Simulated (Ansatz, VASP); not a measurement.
One calculation of CoSn2, two programs

Contents of INCAR:

```
PREC = Accurate
ENCUT = 520
EDIFF = 1E-6
ISMEAR = 1
SIGMA = 0.02
LREAL = F
LASPH = T
NELM = 80
ALGO = Fast
ISIF = 2
LWAVE = F
LCHARG = T
GGA = PS
LELF = T
LVHAR = T
NBANDS = 46
```

Contents of KPOINTS:

```
regular mesh
0
Gamma
  8 8 8
```

Contents of POSCAR:

```
CoSn2
1.0
   -3.1825000000      3.1825000000      2.7285000000
    3.1825000000     -3.1825000000      2.7285000000
    3.1825000000      3.1825000000     -2.7285000000
Co Sn
2 4
Direct
    0.2500000000      0.2500000000      0.0000000000
    0.7500000000      0.7500000000      0.0000000000
    0.6580000000      0.1580000000      0.8160000000
    0.1580000000      0.3420000000      0.5000000000
    0.3420000000      0.8420000000      0.1840000000
    0.8420000000      0.6580000000      0.5000000000
```

Input for Ansatz:

```yaml
crystal:
  lattice:
    - [-3.1825, 3.1825, 2.7285]
    - [3.1825, -3.1825, 2.7285]
    - [3.1825, 3.1825, -2.7285]
  atoms:
    - { symbol: Co, position: [0.25, 0.25, 0.0] }
    - { symbol: Co, position: [0.75, 0.75, 0.0] }
    - { symbol: Sn, position: [0.658, 0.158, 0.816] }
    - { symbol: Sn, position: [0.158, 0.342, 0.5] }
    - { symbol: Sn, position: [0.342, 0.842, 0.184] }
    - { symbol: Sn, position: [0.842, 0.658, 0.5] }
basis:
  ecutwfc: 420
kpoints:
  mp_grid: { grid: [8, 8, 8] }
hamiltonian:
  xc: pbesol
scf:
  occupations: { method: methfessel_paxton, width: 0.02 }
output:
  forces: true
  stress: true
  eigenvalues: true
```

Alike in both runs: task single point; functional PBEsol; k mesh 8 × 8 × 8; occupations methfessel-paxton of order 1, width 0.02 eV; no spin polarisation.

```csv
,VASP,Ansatz
version,VASP 6.6.1,Ansatz 0.2.0
potentials or method,"VASP PAW PBE potentials, release 64 (Co, Sn_d), cutoff 520 eV","scalar-relativistic, plane waves, PAW"
valence electrons in the cell,74,90
```

Ansatz gave:

```
gap on the k mesh at the Fermi level (eV)                     : none
pressure (GPa)                                                : -4.1
traceless stress, the component that is largest in VASP (GPa) : -0.50
rms of the force components (eV/Å)                            : 0.417
```

Problem. Which values does VASP return?

Solution. gap on the k mesh at the Fermi level (eV): none; pressure (GPa): -4.2; traceless stress, the component that is largest in VASP (GPa): -0.47; rms of the force components (eV/Å): 0.418.

VASP's potentials were made for PBE, not for PBEsol. Atom by atom the forces differ by 0.001 eV/Å (rms over components). A gap of «none» marks a metal or a gap that the smearing closes. The functional is the same, so the differences come from potentials, cutoffs and numerics. VASP's potentials hold 74 valence electrons a cell and Ansatz's 90, so a difference there can come from the potentials and not from the codes.
